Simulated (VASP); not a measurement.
# MoS2 in VASP: further runs

MoS2 is run at these levels: LDA+U, revPBE, PBEsol, PBEsol+U; tasks: single point, relaxation of cell and atoms.

All numbers are computed with VASP 6.6.1; they aren't measurements. Logs are shortened: lines on timing, memory, paths and dates and some standing lists are left out, and cuts for length are marked.

## Step 1: The cell of the first run

The cell holds a slab with vacuum, 6 atoms: a = 3.121 Å, b = 3.121 Å, c = 21.354 Å, α = 90.00°, β = 90.00°, γ = 120.00°.

## Step 2: Single point, LDA+U

INCAR

```
PREC = Accurate
ENCUT = 520
EDIFF = 1E-7
ISMEAR = -1
SIGMA = 0.05
LREAL = F
LASPH = T
NELM = 150
ALGO = Normal
ISIF = 2
LWAVE = F
LCHARG = T
LMAXMIX = 4
LDAU = T
LDAUTYPE = 2
LDAUL = 2 -1
LDAUU = 2 0
LDAUJ = 0 0
LDAUPRINT = 1
GGA = CA
LELF = T
LVHAR = T
NBANDS = 35
```

KPOINTS

```
Automatic mesh
0
Gamma
  10 10 2
```

POSCAR

```
MoS2
1.0
    3.1210587231      0.0000000000      0.0000000000
   -1.5605293616      2.7029161409      0.0000000000
    0.0000000000      0.0000000000     21.3537308848
Mo S
2 4
Direct
    0.3333333333      0.6666666667      0.8587609992
    0.6666666667      0.3333333333      0.1412390008
    0.6666666667      0.3333333333      0.7861049050
    0.3333333333      0.6666666667      0.0684408506
    0.6666666667      0.3333333333      0.9315591494
    0.3333333333      0.6666666667      0.2138950950
```

Potentials or basis: VASP PAW LDA potentials, release 64 (Mo_sv, S).

Launch:

```
> cat potpaw_LDA.64/Mo_sv/POTCAR potpaw_LDA.64/S/POTCAR > POTCAR
> mpirun -np 1 vasp_std > vasp.out
```

OUTCAR:

```text
PREC = Accurate
   ENCUT = 520
   EDIFF = 1E-7
   ISMEAR = -1
   LREAL = F
   LASPH = T
   NELM = 150
   ISIF = 2
   GGA = CA

 ion  position               nearest neighbor table
   1  0.333  0.667  0.859-   3 2.38   3 2.38   3 2.38   5 2.38   5 2.38   5 2.38
   2  0.667  0.333  0.141-   6 2.38   6 2.38   6 2.38   4 2.38   4 2.38   4 2.38
   3  0.667  0.333  0.786-   1 2.38   1 2.38   1 2.38
   4  0.333  0.667  0.068-   2 2.38   2 2.38   2 2.38
   5  0.667  0.333  0.932-   1 2.38   1 2.38   1 2.38
   6  0.333  0.667  0.214-   2 2.38   2 2.38   2 2.38

  LATTYP: Found a hexagonal cell.
 ALAT       =     3.1210587231
 C/A-ratio  =     6.8418228490

  Lattice vectors:

 A1 = (   3.1210587231,   0.0000000000,   0.0000000000)
 A2 = (  -1.5605293616,   2.7029161409,   0.0000000000)
 A3 = (   0.0000000000,   0.0000000000,  21.3537308848)

Analysis of symmetry for initial positions (statically):
=====================================================================
 Subroutine PRICEL returns:
 Original cell was already a primitive cell.

 Routine SETGRP: Setting up the symmetry group for a
 hexagonal supercell.

 Subroutine GETGRP returns: Found 12 space group operations
 (whereof 12 operations were pure point group operations)
 out of a pool of 24 trial point group operations.

The static configuration has the point symmetry D_3d.

Analysis of symmetry for dynamics (positions and initial velocities):
=====================================================================
 Subroutine PRICEL returns:
 Original cell was already a primitive cell.

 Routine SETGRP: Setting up the symmetry group for a
 hexagonal supercell.

 Subroutine GETGRP returns: Found 12 space group operations
 (whereof 12 operations were pure point group operations)
 out of a pool of 24 trial point group operations.

The dynamic configuration has the point symmetry D_3d.

 Subroutine INISYM returns: Found 12 space group operations
 (whereof 12 operations are pure point group operations),
 and found     1 'primitive' translations

----------------------------------------------------------------------------------------

                                     Primitive cell

  volume of cell :     180.1392

  direct lattice vectors                    reciprocal lattice vectors
     3.121058723  0.000000000  0.000000000     0.320404096  0.184985391  0.000000000
    -1.560529362  2.702916141  0.000000000     0.000000000  0.369970783  0.000000000
     0.000000000  0.000000000 21.353730885     0.000000000  0.000000000  0.046830224

  length of vectors
     3.121058723  3.121058723 21.353730885     0.369970783  0.369970783  0.046830224

  position of ions in fractional coordinates (direct lattice)
     0.333333333  0.666666667  0.858760999
     0.666666667  0.333333333  0.141239001
     0.666666667  0.333333333  0.786104905
     0.333333333  0.666666667  0.068440851
     0.666666667  0.333333333  0.931559149
     0.333333333  0.666666667  0.213895095

  ion indices of the primitive-cell ions
   primitive index   ion index
                 1           1
                 2           2
                 3           3
                 4           4
                 5           5
                 6           6

----------------------------------------------------------------------------------------

 KPOINTS: Automatic mesh

Automatic generation of k-mesh.
 Grid dimensions read from file:
 generate k-points for:   10   10    2

 Generating k-lattice:

  Cartesian coordinates                     Fractional coordinates (reciprocal lattice)
     0.032040410  0.018498539  0.000000000     0.100000000 -0.000000000  0.000000000
     0.000000000  0.036997078  0.000000000     0.000000000  0.100000000  0.000000000
     0.000000000  0.000000000  0.023415112     0.000000000  0.000000000  0.500000000

  Length of vectors
     0.036997078  0.036997078  0.023415112

  Shift w.r.t. Gamma in fractional coordinates (k-lattice)
     0.000000000  0.000000000  0.000000000

[... 53 lines left out ...]
   NSW    =      0    number of steps for IOM
   IBRION =     -1    ionic relax: 0-MD 1-quasi-New 2-CG
   NFREE  =      0    steps in history (QN), initial steepest desc. (CG)
   ISIF   =      2    stress and relaxation
   ISYM   =      2    0-nonsym 1-usesym 2-fastsym
   POTIM  = 0.5000    time-step for ionic-motion
   TEBEG  =    0.0;   TEEND  =   0.0 temperature during run
   PSTRESS=    0.0 pullay stress
   NELECT =      52.0000    total number of electrons
   NUPDOWN=      -1.0000    fix difference up-down
   EMIN   =  10.00;   EMAX   =-10.00  energy-range for DOS
   EFERMI =   0.00;   METHOD = LEGACY
   ISMEAR =    -1;   SIGMA  =   0.05  broadening in eV -4-tet -1-fermi 0-gaus
   EFERMI_NEDOS =   21; number of points for ismear=-14 and -15
   IALGO  =     38    algorithm
   IMIX   =      4    mixing-type and parameters
     AMIX     =   0.40;   BMIX     =  1.00
     AMIX_MAG =   1.60;   BMIX_MAG =  1.00
  volume/ion in A,a.u.               =      30.02       202.61
  Fermi-wavevector in a.u.,A,eV,Ry     =   1.081948  2.044586 15.927146  1.170612
  Thomas-Fermi vector in A             =   2.217978
   LORBIT       =      0    0 simple, 1 ext, 2 COOP (PROOUT), +10 PAW based schemes
 LDA+U is selected, type is set to LDAUTYPE =  2
   angular momentum for each species LDAUL =     2   -1
   U (eV)           for each species LDAUU =   2.0  0.0
   J (eV)           for each species LDAUJ =   0.0  0.0
   GGA     = CA    functional components
   LHFCALC =     F    Hartree Fock is set to
   AEXX    =    0.0000 exact exchange contribution
   IVDW    =     0    specifies the selected vdW correction
   LEPSILON=     F    determine dielectric tensor
   LRPA    =     F    only Hartree local field effects (RPA)
 non-spin polarized calculation
  energy-cutoff  :      520.00
  volume of cell :      180.14
 maximum number of plane-waves:      4890
 NGX is ok and might be reduce to    24
   NGX = 11   NGY = 11   NGZ = 79

atom =   1  type =  1  l = 2

 onsite density matrix

spin component  1

  0.4060  0.0000  0.0000  0.0003  0.0000
  0.0000  0.3945 -0.0000 -0.0000  0.0003
  0.0000 -0.0000  0.4258  0.0000 -0.0000
  0.0003 -0.0000  0.0000  0.3945 -0.0000
  0.0000  0.0003 -0.0000 -0.0000  0.4060

spin component  2

  0.4060  0.0000  0.0000  0.0003  0.0000
  0.0000  0.3945 -0.0000 -0.0000  0.0003
  0.0000 -0.0000  0.4258  0.0000 -0.0000
  0.0003 -0.0000  0.0000  0.3945 -0.0000
  0.0000  0.0003 -0.0000 -0.0000  0.4060

 occupancies and eigenvectors

  o =  0.3945  v = -0.0182  0.7582  0.0000  0.6514 -0.0212  0.0000  0.0000  0.0000  0.0000  0.0000      0.0000  0.0000  0.0000  0.0000  0.0000  0.0000  0.0000  0.0000  0.0000  0.0000
  o =  0.3945  v =  0.0000  0.0000  0.0000  0.0000  0.0000 -0.0182  0.7582  0.0000  0.6514 -0.0212      0.0000  0.0000  0.0000  0.0000  0.0000  0.0000  0.0000  0.0000  0.0000  0.0000
  o =  0.3945  v =  0.0212  0.6514 -0.0000 -0.7582 -0.0182  0.0000  0.0000  0.0000  0.0000  0.0000      0.0000  0.0000  0.0000  0.0000  0.0000  0.0000  0.0000  0.0000  0.0000  0.0000
  o =  0.3945  v =  0.0000  0.0000  0.0000  0.0000  0.0000  0.0212  0.6514 -0.0000 -0.7582 -0.0182      0.0000  0.0000  0.0000  0.0000  0.0000  0.0000  0.0000  0.0000  0.0000  0.0000
  o =  0.4060  v =  0.0000  0.0000  0.0000  0.0000  0.0000  0.6414  0.0214 -0.0000  0.0179  0.7667      0.0000  0.0000  0.0000  0.0000  0.0000  0.0000  0.0000  0.0000  0.0000  0.0000
  o =  0.4060  v =  0.6414  0.0214 -0.0000  0.0179  0.7667  0.0000  0.0000  0.0000  0.0000  0.0000      0.0000  0.0000  0.0000  0.0000  0.0000  0.0000  0.0000  0.0000  0.0000  0.0000
  o =  0.4060  v = -0.7667  0.0179  0.0000 -0.0214  0.6414  0.0000  0.0000  0.0000  0.0000  0.0000      0.0000  0.0000  0.0000  0.0000  0.0000  0.0000  0.0000  0.0000  0.0000  0.0000
  o =  0.4060  v =  0.0000  0.0000  0.0000  0.0000  0.0000 -0.7667  0.0179  0.0000 -0.0214  0.6414      0.0000  0.0000  0.0000  0.0000  0.0000  0.0000  0.0000  0.0000  0.0000  0.0000
  o =  0.4258  v =  0.0000 -0.0000  1.0000  0.0000 -0.0000  0.0000  0.0000  0.0000  0.0000  0.0000      0.0000  0.0000  0.0000  0.0000  0.0000  0.0000  0.0000  0.0000  0.0000  0.0000
  o =  0.4258  v =  0.0000  0.0000  0.0000  0.0000  0.0000  0.0000 -0.0000  1.0000  0.0000 -0.0000      0.0000  0.0000  0.0000  0.0000  0.0000  0.0000  0.0000  0.0000  0.0000  0.0000

atom =   2  type =  1  l = 2

 onsite density matrix

spin component  1

  0.4060  0.0000  0.0000  0.0003  0.0000
  0.0000  0.3945 -0.0000 -0.0000  0.0003
  0.0000 -0.0000  0.4258  0.0000 -0.0000
  0.0003 -0.0000  0.0000  0.3945 -0.0000
  0.0000  0.0003 -0.0000 -0.0000  0.4060

spin component  2

  0.4060  0.0000  0.0000  0.0003  0.0000
  0.0000  0.3945 -0.0000 -0.0000  0.0003
  0.0000 -0.0000  0.4258  0.0000 -0.0000
  0.0003 -0.0000  0.0000  0.3945 -0.0000
  0.0000  0.0003 -0.0000 -0.0000  0.4060

 occupancies and eigenvectors

  o =  0.3945  v = -0.0182  0.7582  0.0000  0.6514 -0.0212  0.0000  0.0000  0.0000  0.0000  0.0000      0.0000  0.0000  0.0000  0.0000  0.0000  0.0000  0.0000  0.0000  0.0000  0.0000
  o =  0.3945  v =  0.0000  0.0000  0.0000  0.0000  0.0000 -0.0182  0.7582  0.0000  0.6514 -0.0212      0.0000  0.0000  0.0000  0.0000  0.0000  0.0000  0.0000  0.0000  0.0000  0.0000
  o =  0.3945  v =  0.0212  0.6514 -0.0000 -0.7582 -0.0182  0.0000  0.0000  0.0000  0.0000  0.0000      0.0000  0.0000  0.0000  0.0000  0.0000  0.0000  0.0000  0.0000  0.0000  0.0000
  o =  0.3945  v =  0.0000  0.0000  0.0000  0.0000  0.0000  0.0212  0.6514 -0.0000 -0.7582 -0.0182      0.0000  0.0000  0.0000  0.0000  0.0000  0.0000  0.0000  0.0000  0.0000  0.0000
  o =  0.4060  v =  0.0000  0.0000  0.0000  0.0000  0.0000  0.6434  0.0214 -0.0000  0.0180  0.7650      0.0000  0.0000  0.0000  0.0000  0.0000  0.0000  0.0000  0.0000  0.0000  0.0000
  o =  0.4060  v =  0.6434  0.0214 -0.0000  0.0180  0.7650  0.0000  0.0000  0.0000  0.0000  0.0000      0.0000  0.0000  0.0000  0.0000  0.0000  0.0000  0.0000  0.0000  0.0000  0.0000
  o =  0.4060  v = -0.7650  0.0180  0.0000 -0.0214  0.6434  0.0000  0.0000  0.0000  0.0000  0.0000      0.0000  0.0000  0.0000  0.0000  0.0000  0.0000  0.0000  0.0000  0.0000  0.0000
  o =  0.4060  v =  0.0000  0.0000  0.0000  0.0000  0.0000 -0.7650  0.0180  0.0000 -0.0214  0.6434      0.0000  0.0000  0.0000  0.0000  0.0000  0.0000  0.0000  0.0000  0.0000  0.0000
  o =  0.4258  v =  0.0000 -0.0000  1.0000  0.0000 -0.0000  0.0000  0.0000  0.0000  0.0000  0.0000      0.0000  0.0000  0.0000  0.0000  0.0000  0.0000  0.0000  0.0000  0.0000  0.0000
  o =  0.4258  v =  0.0000  0.0000  0.0000  0.0000  0.0000  0.0000 -0.0000  1.0000  0.0000 -0.0000      0.0000  0.0000  0.0000  0.0000  0.0000  0.0000  0.0000  0.0000  0.0000  0.0000

 number of electron      52.0000003 magnetization

 Free energy of the ion-electron system (eV)
  ---------------------------------------------------
  ext. energy  EPLUGINS =         0.00000000
  ---------------------------------------------------
  free energy    TOTEN  =       -44.01995384 eV

  energy without entropy =      -44.01995350  energy(sigma->0) =      -44.01995367

 E-fermi :   2.5784     XC(G=0):  -6.9234

 val. band max:        2.0085236867   @ k =   0.0000   0.0000   0.0000
 cond. band min:       3.2555997860   @ k =   0.2000   0.2000   0.0000
 fundamental gap:      1.2470760993
 Fermi energy:         2.5783783656

 k-point     1 :       0.0000    0.0000    0.0000
  band No.  band energies     occupation
      1     -59.0978      2.00000
      2     -59.0978      2.00000
      3     -33.4815      2.00000
      4     -33.4814      2.00000
      5     -33.1965      2.00000
      6     -33.1965      2.00000
[... 901 lines left out ...]
     34       6.1075      0.00000
     35       7.9646      0.00000

 [... further k-points ...]

------------------------ aborting loop because EDIFF is reached ----------------------------------------

  FORCE on cell =-STRESS in cart. coord.  units (eV):
  Direction    XX          YY          ZZ          XY          YZ          ZX
  --------------------------------------------------------------------------------------
  -------------------------------------------------------------------------------------
  Total        0.8626011      0.8626011      0.9447674     -0.0000000      0.0000000     -0.0000000
  in kB        7.6720661      7.6720661      8.4028611     -0.0000000      0.0000000     -0.0000000
  external PRESSURE =       7.9156645 kB  Pullay stress =       0.0000000 kB

 VOLUME and BASIS-vectors are now :
 -----------------------------------------------------------------------------
  energy-cutoff  :      520.00
  volume of cell :      180.14
      direct lattice vectors                 reciprocal lattice vectors
     3.121058723  0.000000000  0.000000000     0.320404096  0.184985391  0.000000000
    -1.560529362  2.702916141  0.000000000     0.000000000  0.369970783  0.000000000
     0.000000000  0.000000000 21.353730885     0.000000000  0.000000000  0.046830224

 POSITION                                       TOTAL-FORCE (eV/Angst)
 -----------------------------------------------------------------------------------
     -0.00000      1.80194     18.33775         0.000000     -0.000000      0.001340
      1.56053      0.90097      3.01598        -0.000000      0.000000     -0.001340
      1.56053      0.90097     16.78627         0.000000     -0.000000     -0.159272
     -0.00000      1.80194      1.46147         0.000000     -0.000000     -0.155539
      1.56053      0.90097     19.89226        -0.000000      0.000000      0.155539
     -0.00000      1.80194      4.56746         0.000000      0.000000      0.159272
 -----------------------------------------------------------------------------------
    total drift:                                0.000000     -0.000000      0.000000

  FREE ENERGIE OF THE ION-ELECTRON SYSTEM (eV)
  ---------------------------------------------------
  free  energy   TOTEN  =       -44.0199538361 eV

  energy  without entropy=      -44.0199534993  energy(sigma->0) =      -44.01995367
```

Wall time 2.4 min (1 thread of AMD EPYC 9R45 (Zen 5), shared host); peak memory 0.28 GiB.

Results:

```yaml
Free_energy: -44.0200 eV
Largest_force: 0.159 eV/Å
Band_gap_on_the_k_mesh: 1.25 eV (least direct gap 2.03 eV)
```

Forces in eV/Å, atoms in the order of the input:
```
Mo   0.000  0.000  0.001
Mo   0.000  0.000 -0.001
S    0.000  0.000 -0.159
S    0.000  0.000 -0.156
S    0.000  0.000  0.156
S    0.000  0.000  0.159
```

Levels at points of the mesh, in eV from the valence-band top:
```tsv
k point	band 24	band 25	band 26	band 27	band 28	band 29
(0.00, 0.00, 0.00)	-1.84	-0.83	0.00	2.41	2.41	2.43
(0.50, 0.00, 0.00)	-1.33	-1.24	-1.18	1.95	1.98	2.36
(0.00, 0.00, 0.50)	-1.84	-0.83	0.00	2.41	2.41	2.43
(0.50, 0.00, 0.50)	-1.33	-1.24	-1.18	1.95	1.98	2.36
```

Eigenvalues of the final occupation matrices:
```csv
site,spin,trace,eigenvalues
site 1 d,1,2.03,0.39 0.39 0.41 0.41 0.43
site 1 d,2,2.03,0.39 0.39 0.41 0.41 0.43
site 2 d,1,2.03,0.39 0.39 0.41 0.41 0.43
site 2 d,2,2.03,0.39 0.39 0.41 0.41 0.43
```

Caveat: there is no dipole correction, which matters where the two faces differ.

## Step 3: Relaxation of cell and atoms, revPBE

This run uses another cell than the first one.

INCAR

```
SYSTEM = MoS2
ALGO = Normal ; EDIFF = 1E-6
EDIFFG = -0.01 ; ENCUT = 600
GGA = RE ; IBRION = 2
ISIF = 3 ; ISMEAR = -1
LASPH = .True. ; LCHARG = .False.
LREAL = .False. ; LWAVE = .False.
NELM = 80 ; NSW = 60
PREC = Accurate ; SIGMA = 0.05
```

KPOINTS

```
k-points
0
Gamma
  10 10 2
  0 0 0
```

POSCAR

```
MoS2
1.0
    3.1845414560      0.0000000000      0.0000000000
   -1.5922707280      2.7578938003      0.0000000000
    0.0000000000      0.0000000000     21.6705347200
Mo S
2 4
Direct
    0.3333333333      0.6666666667      0.8511602300
    0.6666666667      0.3333333333      0.1488397700
    0.6666666667      0.3333333333      0.7796253900
    0.3333333333      0.6666666667      0.0772510000
    0.6666666667      0.3333333333      0.9227490000
    0.3333333333      0.6666666667      0.2203746100
```

Potentials or basis: VASP PAW PBE potentials, release 64 (Mo_sv, S).

Launch:

```
> cat potpaw_PBE.64/Mo_sv/POTCAR potpaw_PBE.64/S/POTCAR > POTCAR
> mpirun -np 1 vasp_std > vasp.out
```

Wall time 71 min (1 thread of AMD EPYC 9R45 (Zen 5), shared host); peak memory 0.47 GiB.

The run converged. Its results:

- Free energy: -41.6674 eV
- Relaxed cell: a = 3.203 Å, b = 3.203 Å, c = 25.605 Å, α = 90.00°, β = 90.00°, γ = 120.00°
- Space group after relaxing (to 0.1 Å): P-3m1 (No. 164)
- Energy gained by relaxing: 12.9 meV/atom
- Ionic steps: 38
- Largest force after relaxing: 0.007 eV/Å
- Band gap on the k mesh: 1.64 eV (least direct gap 1.87 eV)

Forces in eV/Å, atoms in the order of the input:
```
Mo   0.000  0.000 -0.007
Mo   0.000  0.000  0.007
S    0.000  0.000 -0.002
S    0.000  0.000  0.001
S    0.000  0.000 -0.001
S    0.000  0.000  0.002
```

The path:
```tsv
step	energy change (eV)	largest force (eV/Å)	pressure (GPa)	volume (Å³)
1	0.0000	0.3416	1.68	190.32
2	0.0477	0.7749	-2.62	199.62
3	-0.0194	0.1514	0.07	193.50
4	-0.0194	0.1447	0.09	193.44
5	-0.0216	0.1139	0.07	194.02
6	-0.0257	0.1002	-0.03	195.77
7	-0.0229	0.2046	-0.18	199.29
8	-0.0264	0.1334	-0.08	196.88
9	-0.0272	0.1248	-0.08	197.07
10	-0.0297	0.0990	-0.10	197.62
11	-0.0341	0.0474	-0.14	198.72
12	-0.0416	0.0701	-0.19	200.93
13	-0.0509	0.2674	-0.24	205.34
14	-0.0506	0.7054	-0.19	214.15
15	-0.0535	0.5112	-0.19	210.16
16	-0.0566	0.4674	-0.17	210.81
17	-0.0644	0.3327	-0.16	212.77
18	-0.0733	0.0773	-0.07	216.65
19	-0.0653	0.5201	0.25	224.30
20	-0.0747	0.1017	0.08	218.61
21	-0.0751	0.0883	0.04	219.25
22	-0.0759	0.0652	-0.04	221.19
23	-0.0761	0.1205	-0.18	225.07
24	-0.0763	0.0759	-0.11	223.15
25	-0.0768	0.0587	-0.04	223.95
26	-0.0771	0.0406	0.05	224.86
27	-0.0768	0.1039	0.19	226.67
28	-0.0772	0.0621	0.10	225.64
29	-0.0772	0.0570	0.09	225.46
30	-0.0774	0.0330	0.06	226.34
31	-0.0775	0.0219	0.04	227.25
32	-0.0771	0.0661	-0.02	229.08
33	-0.0775	0.0275	0.02	227.69
34	-0.0775	0.0222	0.02	227.49
35	-0.0775	0.0216	0.03	227.37
36	-0.0775	0.0218	0.02	227.33
37	-0.0775	0.0226	0.03	227.29
38	-0.0775	0.0066	-0.02	227.50
```

Final structure:
```cif
data_structure
_symmetry_space_group_name_H-M 'P 1'
_symmetry_Int_Tables_number 1
_cell_length_a 3.2030
_cell_length_b 3.2030
_cell_length_c 25.6053
_cell_angle_alpha 90.000
_cell_angle_beta 90.000
_cell_angle_gamma 120.000
_cell_volume 227.50
loop_
_atom_site_label
_atom_site_type_symbol
_atom_site_fract_x
_atom_site_fract_y
_atom_site_fract_z
_atom_site_occupancy
Mo1 Mo 0.33333 0.66667 0.84514 1
Mo2 Mo 0.66667 0.33333 0.15486 1
S1 S 0.66667 0.33333 0.78411 1
S2 S 0.33333 0.66667 0.09385 1
S3 S 0.66667 0.33333 0.90615 1
S4 S 0.33333 0.66667 0.21589 1
```

Levels at points of the mesh, in eV from the valence-band top:
| k point | band 22 | band 23 | band 24 | band 25 | band 26 | band 27 | band 28 | band 29 | band 30 | band 31 |
| --- | --- | --- | --- | --- | --- | --- | --- | --- | --- | --- |
| (0.00, 0.00, 0.00) | -1.62 | -1.62 | -1.62 | -0.11 | 0.00 | 2.61 | 2.61 | 2.61 | 2.61 | 2.85 |
| (0.50, 0.00, 0.00) | -1.95 | -1.12 | -1.12 | -0.72 | -0.72 | 2.08 | 2.08 | 2.59 | 2.60 | 3.73 |
| (0.00, 0.00, 0.50) | -1.62 | -1.62 | -1.62 | -0.11 | 0.00 | 2.61 | 2.61 | 2.61 | 2.61 | 2.85 |
| (0.50, 0.00, 0.50) | -1.95 | -1.12 | -1.12 | -0.72 | -0.72 | 2.08 | 2.08 | 2.59 | 2.60 | 3.73 |

Caveat: the volume moved by over 15 % at a fixed basis, so the end points are rough; there is no dipole correction, which matters where the two faces differ; the relaxation moved the vacuum too, so the length across it says nothing of the material; the PAW data sets were made with another functional, which shifts forces and pressure a little.

(Part 1 of 2 ends here.)
